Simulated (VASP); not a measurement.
A run of VASP 6.6.1:

File INCAR:

```
  ALGO = Normal
  EDIFF = 1E-6
  ENCUT = 520
  GGA = PE
  ISIF = 2
  ISMEAR = -1
  LASPH = T
  LCHARG = T
  LELF = T
  LREAL = F
  LVHAR = T
  LWAVE = F
  NBANDS = 17
  NELM = 100
  PREC = Accurate
  SIGMA = 0.01
```

KPOINTS

```
k-points
0
Gamma
  8 8 8
```

File POSCAR:

```
PbS
1.0
    0.0000000000      2.9357874650      3.0243000000
    2.9357874650      0.0000000000      3.0243000000
    2.9357874650      2.9357874650      0.0000000000
Pb S
1 1
Direct
    0.0000000000      0.0000000000      0.0000000000
    0.5000000000      0.5000000000      0.5000000000
```

Potentials or basis: VASP PAW PBE potentials, release 64 (Pb_d, S).

Run with:

```sh
$ cat potpaw_PBE.64/Pb_d/POTCAR potpaw_PBE.64/S/POTCAR > POTCAR
$ mpirun -np 1 vasp_std > vasp.out
```

Hardware: 1 thread of Intel(R) Xeon(R) Platinum 8259CL CPU @ 2.50GHz (Skylake/Cascade Lake), on a shared host.

How long does it take, and how much memory?

Run time: 43 s on 1 thread of Intel(R) Xeon(R) Platinum 8259CL CPU @ 2.50GHz (Skylake/Cascade Lake) (shared host), peak memory 0.2 GiB. Counts: scf iterations 12, k points 59.
